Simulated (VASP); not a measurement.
# HfN in VASP: further runs

Runs on HfN. Level: r2SCAN. Tasks: single point, relaxation of shape and atoms at fixed volume.

Everything below comes from runs of VASP 6.6.1. Logs are shortened: lines on timing, memory, paths and dates and some standing lists are left out, and cuts for length are marked.

## 1. The cell of the first run

The structure is orthorhombic, space group Amm2 (No. 38). Conventional cell: a = 2.891 Å, b = 3.085 Å, c = 5.344 Å, α = 90.00°, β = 90.00°, γ = 90.00°. Hf (site symmetry mm2) has 6 N at 2.29 to 2.31 Å and 8 Hf at 2.89 to 3.09 Å within 3.1 Å. N (site symmetry mm2) has 6 Hf at 2.29 to 2.31 Å and 8 N at 2.89 to 3.09 Å within 3.1 Å.

## 2. Single point, r2SCAN (atom 1 (Hf) moved 0.02 Å along y)

POSCAR reads:

```
HfN
1.0
    3.0854334487      0.0000000000      0.0000000000
   -1.5427167244      2.6720637483      0.0000000000
    0.0000000000      0.0000000000      2.8908649372
Hf N
1 1
Direct
    0.0037424257      0.0074848514      0.0000000000
    0.6666666667      0.3333333333      0.5000000000
```

INCAR.step1 reads:

```
PREC     = Accurate       # precision mode
ENCUT    = 520            # plane-wave cutoff, eV
ISMEAR   = 0              # smearing method
SIGMA    = 0.05           # smearing width, eV
LREAL    = F              # projectors in reciprocal space
LASPH    = T              # aspherical terms in the spheres
NELM     = 80             # most SCF steps
NBANDS   = 14             # bands
GGA      = PE             # functional
ALGO     = Normal         # electronic algorithm
EDIFF    = 1E-4           # SCF threshold, eV
LWAVE    = T              # write WAVECAR
LCHARG   = F              # write CHGCAR
```

INCAR.step2 reads:

```
PREC     = Accurate       # precision mode
ENCUT    = 520            # plane-wave cutoff, eV
EDIFF    = 1E-6           # SCF threshold, eV
ISMEAR   = 0              # smearing method
SIGMA    = 0.05           # smearing width, eV
LREAL    = F              # projectors in reciprocal space
LASPH    = T              # aspherical terms in the spheres
NELM     = 80             # most SCF steps
ALGO     = Normal         # electronic algorithm
ISIF     = 2              # what is computed and relaxed
LWAVE    = F              # write WAVECAR
LCHARG   = F              # write CHGCAR
METAGGA  = R2SCAN         # meta-GGA
LMIXTAU  = T            
NBANDS   = 14             # bands
ISTART   = 1
```

KPOINTS reads:

```
Automatic mesh
0
Gamma
  12 12 12
```

Potentials or basis: VASP PAW PBE potentials, release 64 (Hf_pv, N).

On the command line:

```sh
> cat potpaw_PBE.64/Hf_pv/POTCAR potpaw_PBE.64/N/POTCAR > POTCAR
> cp INCAR.step1 INCAR
> mpirun -np 1 vasp_std > vasp.out
> cp INCAR.step2 INCAR
> mpirun -np 1 vasp_std > vasp.out
```

OUTCAR:

```text
PREC = Accurate
   ENCUT = 520
   EDIFF = 1E-6
   ISMEAR = 0
   LREAL = F
   LASPH = T
   NELM = 80
   ISIF = 2
   METAGGA = R2SCAN
   ISTART = 1

 ion  position               nearest neighbor table
   1  0.004  0.007  0.000-   2 2.29   2 2.29   2 2.29   2 2.29   2 2.31   2 2.31
   2  0.667  0.333  0.500-   1 2.29   1 2.29   1 2.29   1 2.29   1 2.31   1 2.31

  LATTYP: Found a hexagonal cell.
 ALAT       =     3.0854334487
 C/A-ratio  =     0.9369396505

  Lattice vectors:

 A1 = (   3.0854334487,   0.0000000000,   0.0000000000)
 A2 = (  -1.5427167244,   2.6720637483,   0.0000000000)
 A3 = (   0.0000000000,   0.0000000000,   2.8908649372)

Analysis of symmetry for initial positions (statically):
=====================================================================
 Subroutine PRICEL returns:
 Original cell was already a primitive cell.

 Routine SETGRP: Setting up the symmetry group for a
 hexagonal supercell.

 Subroutine GETGRP returns: Found  4 space group operations
 (whereof  4 operations were pure point group operations)
 out of a pool of 24 trial point group operations.

The static configuration has the point symmetry C_2v.

Analysis of symmetry for dynamics (positions and initial velocities):
=====================================================================
 Subroutine PRICEL returns:
 Original cell was already a primitive cell.

 Routine SETGRP: Setting up the symmetry group for a
 hexagonal supercell.

 Subroutine GETGRP returns: Found  4 space group operations
 (whereof  4 operations were pure point group operations)
 out of a pool of 24 trial point group operations.

The dynamic configuration has the point symmetry C_2v.

 Subroutine INISYM returns: Found  4 space group operations
 (whereof  4 operations are pure point group operations),
 and found     1 'primitive' translations

----------------------------------------------------------------------------------------

                                     Primitive cell

  volume of cell :      23.8337

  direct lattice vectors                    reciprocal lattice vectors
     3.085433449  0.000000000  0.000000000     0.324103571  0.187121284  0.000000000
    -1.542716724  2.672063748  0.000000000     0.000000000  0.374242568  0.000000000
     0.000000000  0.000000000  2.890864937     0.000000000  0.000000000  0.345917233

  length of vectors
     3.085433449  3.085433449  2.890864937     0.374242568  0.374242568  0.345917233

  position of ions in fractional coordinates (direct lattice)
     0.003742426  0.007484851  0.000000000
     0.666666667  0.333333333  0.500000000

  ion indices of the primitive-cell ions
   primitive index   ion index
                 1           1
                 2           2

----------------------------------------------------------------------------------------

 KPOINTS: Automatic mesh

Automatic generation of k-mesh.
 Grid dimensions read from file:
 generate k-points for:   12   12   12

 Generating k-lattice:

  Cartesian coordinates                     Fractional coordinates (reciprocal lattice)
     0.027008631  0.015593440  0.000000000     0.083333333  0.000000000  0.000000000
     0.000000000  0.031186881  0.000000000     0.000000000  0.083333333  0.000000000
     0.000000000  0.000000000  0.028826436     0.000000000  0.000000000  0.083333333

  Length of vectors
     0.031186881  0.031186881  0.028826436

  Shift w.r.t. Gamma in fractional coordinates (k-lattice)
     0.000000000  0.000000000  0.000000000

 Subroutine IBZKPT returns following result:
 ===========================================

 Found    301 irreducible k-points:

 Following reciprocal coordinates:
            Coordinates               Weight
  0.000000  0.000000  0.000000      1.000000
  0.083333 -0.000000  0.000000      4.000000
  0.000000  0.083333  0.000000      2.000000
  0.166667 -0.000000  0.000000      4.000000
  0.000000  0.166667  0.000000      2.000000
  0.250000  0.000000  0.000000      4.000000
[... 16 lines left out ...]
 -0.083333  0.416667  0.000000      4.000000
 -0.416667  0.333333  0.000000      4.000000
 [... further k-points ...]
   k-points           NKPTS =    301   k-points in BZ     NKDIM =    301   number of bands    NBANDS=     14
   number of dos      NEDOS =    301   number of ions     NIONS =      2
   total plane-waves  NPLWV =  13824
   dimension x,y,z NGX =    24 NGY =   24 NGZ =   24
   dimension x,y,z NGXF=    48 NGYF=   48 NGZF=   48
   ions per type =               1   1
   NGX,Y,Z   is equivalent  to a cutoff of  12.93, 12.93, 13.80 a.u.
   NGXF,Y,Z  is equivalent  to a cutoff of  25.86, 25.86, 27.60 a.u.
 SYSTEM =  unknown system
   PREC   = accura    normal or accurate (medium, high low for compatibility)
   ISTART =      1    job   : 0-new  1-cont  2-samecut
   ICHARG =      0    charge: 1-file 2-atom 10-const
   ISPIN  =      1    spin polarized calculation?
   LNONCOLLINEAR =      F non collinear calculations
   LSORBIT =      F    spin-orbit coupling
   LASPH  =      T    aspherical Exc in radial PAW
   ENCUT  =  520.0 eV  38.22 Ry    6.18 a.u.   5.74  5.74  5.38*2*pi/ulx,y,z
   NELM   =     80;   NELMIN=  2; NELMDL=  0     # of ELM steps
   EDIFF  = 0.1E-05   stopping-criterion for ELM
   LREAL  =      F    real-space projection
   EDIFFG = 0.1E-04   stopping-criterion for IOM
   NSW    =      0    number of steps for IOM
   IBRION =     -1    ionic relax: 0-MD 1-quasi-New 2-CG
   NFREE  =      0    steps in history (QN), initial steepest desc. (CG)
   ISIF   =      2    stress and relaxation
   ISYM   =      2    0-nonsym 1-usesym 2-fastsym
   POTIM  = 0.5000    time-step for ionic-motion
   TEBEG  =    0.0;   TEEND  =   0.0 temperature during run
   PSTRESS=    0.0 pullay stress
   NELECT =      15.0000    total number of electrons
   NUPDOWN=      -1.0000    fix difference up-down
   EMIN   =  10.00;   EMAX   =-10.00  energy-range for DOS
   EFERMI =   0.00;   METHOD = LEGACY
   ISMEAR =     0;   SIGMA  =   0.05  broadening in eV -4-tet -1-fermi 0-gaus
   EFERMI_NEDOS =   21; number of points for ismear=-14 and -15
   IALGO  =     38    algorithm
   IMIX   =      4    mixing-type and parameters
     AMIX     =   0.40;   BMIX     =  1.00
     AMIX_MAG =   1.60;   BMIX_MAG =  1.00
  volume/ion in A,a.u.               =      11.92        80.42
  Fermi-wavevector in a.u.,A,eV,Ry     =   1.402948  2.651188 26.779855  1.968264
  Thomas-Fermi vector in A             =   2.525659
   LORBIT       =      0    0 simple, 1 ext, 2 COOP (PROOUT), +10 PAW based schemes
   METAGGA = R2SCAN    functional components
   LHFCALC =     F    Hartree Fock is set to
   AEXX    =    0.0000 exact exchange contribution
   IVDW    =     0    specifies the selected vdW correction
   LEPSILON=     F    determine dielectric tensor
   LRPA    =     F    only Hartree local field effects (RPA)
 non-spin polarized calculation
 Gauss-broadening in eV      SIGMA  =   0.05
  energy-cutoff  :      520.00
  volume of cell :       23.83
 maximum number of plane-waves:       660
   NGX = 11   NGY = 11   NGZ = 11

 number of electron      14.9999999 magnetization

 Free energy of the ion-electron system (eV)
  ---------------------------------------------------
  ext. energy  EPLUGINS =         0.00000000
  ---------------------------------------------------
  free energy    TOTEN  =       -57.41827829 eV

  energy without entropy =      -57.41578314  energy(sigma->0) =      -57.41703071

 E-fermi :   6.9761     XC(G=0): -13.3236

 val. band max:        6.9699954224   @ k =   0.0000   0.0833   0.1667
 cond. band min:       6.9777977788   @ k =  -0.1667   0.5000   0.1667
 fundamental gap:      0.0078023564
 Fermi energy:         6.9760881800

 k-point     1 :       0.0000    0.0000    0.0000
  band No.  band energies     occupation
      1     -24.4870      2.00000
      2     -24.4850      2.00000
      3     -24.2697      2.00000
      4     -10.2314      2.00000
      5       3.2241      2.00000
      6       3.2655      2.00000
      7       4.6652      2.00000
      8       5.1555      2.00000
      9       9.4411      0.00000
     10      12.0733      0.00000
     11      12.2693      0.00000
     12      13.2173      0.00000
     13      13.2668      0.00000
     14      19.0302      0.00000

 k-point     2 :       0.0833   -0.0000    0.0000
  band No.  band energies     occupation
      1     -24.5570      2.00000
      2     -24.4999      2.00000
      3     -24.2614      2.00000
      4     -10.1038      2.00000
      5       2.8656      2.00000
      6       3.3279      2.00000
      7       4.8126      2.00000
      8       5.0057      2.00000
      9       9.9887      0.00000
     10      11.7952      0.00000
     11      12.2609      0.00000
     12      13.1804      0.00000
     13      13.3689      0.00000
     14      19.0303      0.00000

 k-point     3 :       0.0000    0.0833    0.0000
  band No.  band energies     occupation
      1     -24.5551      2.00000
      2     -24.5013      2.00000
      3     -24.2615      2.00000
      4     -10.1063      2.00000
      5       2.8442      2.00000
      6       3.3559      2.00000
      7       4.8095      2.00000
      8       5.0143      2.00000
      9       9.9812      0.00000
     10      11.9634      0.00000
     11      12.1059      0.00000
     12      13.1478      0.00000
     13      13.3814      0.00000
     14      19.0303      0.00000
[... 324 lines left out ...]
 k-point    23 :      -0.0833    0.4167    0.0000
  band No.  band energies     occupation
      1     -25.3035      2.00000
      2     -24.7044      2.00000
      3     -24.1607      2.00000
      4      -8.5815      2.00000
      5       0.3490      2.00000
      6       3.6481      2.00000
      7       3.9885      2.00000
      8       5.8328      2.00000
      9      10.9054      0.00000
     10      11.9798      0.00000
     11      13.1829      0.00000
     12      14.3809      0.00000
     13      14.9206      0.00000
     14      19.0308      0.00000

 k-point    24 :      -0.4167    0.3333    0.0000
  band No.  band energies     occupation
      1     -25.3103      2.00000
      2     -24.7024      2.00000
      3     -24.1594      2.00000
      4      -8.5410      2.00000
      5       0.3145      2.00000
      6       3.5729      2.00000
      7       3.9903      2.00000
      8       5.8063      2.00000
      9      10.8607      0.00000
     10      12.0472      0.00000
     11      13.1375      0.00000
     12      14.5138      0.00000
     13      14.9793      0.00000
     14      19.0308      0.00000

 [... further k-points ...]

------------------------ aborting loop because EDIFF is reached ----------------------------------------

  FORCE on cell =-STRESS in cart. coord.  units (eV):
  Direction    XX          YY          ZZ          XY          YZ          ZX
  --------------------------------------------------------------------------------------
  -------------------------------------------------------------------------------------
  Total       -0.2305153     -0.3780691     -0.3513834      0.0000000      0.0000000      0.0000000
  in kB      -15.4959946    -25.4150465    -23.6211521      0.0000000      0.0000000      0.0000000
  external PRESSURE =     -21.5107311 kB  Pullay stress =       0.0000000 kB

 VOLUME and BASIS-vectors are now :
 -----------------------------------------------------------------------------
  energy-cutoff  :      520.00
  volume of cell :       23.83
      direct lattice vectors                 reciprocal lattice vectors
     3.085433449  0.000000000  0.000000000     0.324103571  0.187121284  0.000000000
    -1.542716724  2.672063748  0.000000000     0.000000000  0.374242568  0.000000000
     0.000000000  0.000000000  2.890864937     0.000000000  0.000000000  0.345917233

 POSITION                                       TOTAL-FORCE (eV/Angst)
 -----------------------------------------------------------------------------------
     -0.00000      0.02000      0.00000         0.000000     -0.107382      0.000000
      1.54272      0.89069      1.44543        -0.000000      0.107382      0.000000
 -----------------------------------------------------------------------------------
    total drift:                               -0.000000     -0.000083      0.000000

  FREE ENERGIE OF THE ION-ELECTRON SYSTEM (eV)
  ---------------------------------------------------
  free  energy   TOTEN  =       -57.4182782919 eV

  energy  without entropy=      -57.4157831367  energy(sigma->0) =      -57.41703071
```

Wall time 85 s (1 thread of Intel Xeon 6975P-C (Granite Rapids), shared host); peak memory 0.23 GiB.

Results:

| Property | Result |
| --- | --- |
| Free energy | -57.4183 eV |
| Pressure | -2.2 GPa |
| Largest force | 0.107 eV/Å |
| Band gap on the k mesh | zero (an odd number of electrons rules out a gap without spin polarisation) |

Forces in eV/Å, atoms in the order of the input:
```
Hf   0.000 -0.107  0.000
N    0.000  0.107  0.000
```

Stress tensor (GPa, compression positive):
```
-1.55  0.00  0.00
 0.00 -2.54  0.00
 0.00  0.00 -2.36
```

Caveat: the cell differs from its parent crystal (atom 1 (Hf) moved 0.02 Å along y); the PAW data sets were made with another functional, which shifts forces and pressure a little; spin-orbit coupling is left out, which moves the levels of the heavy elements.

(Continued in part 2 of 2.)
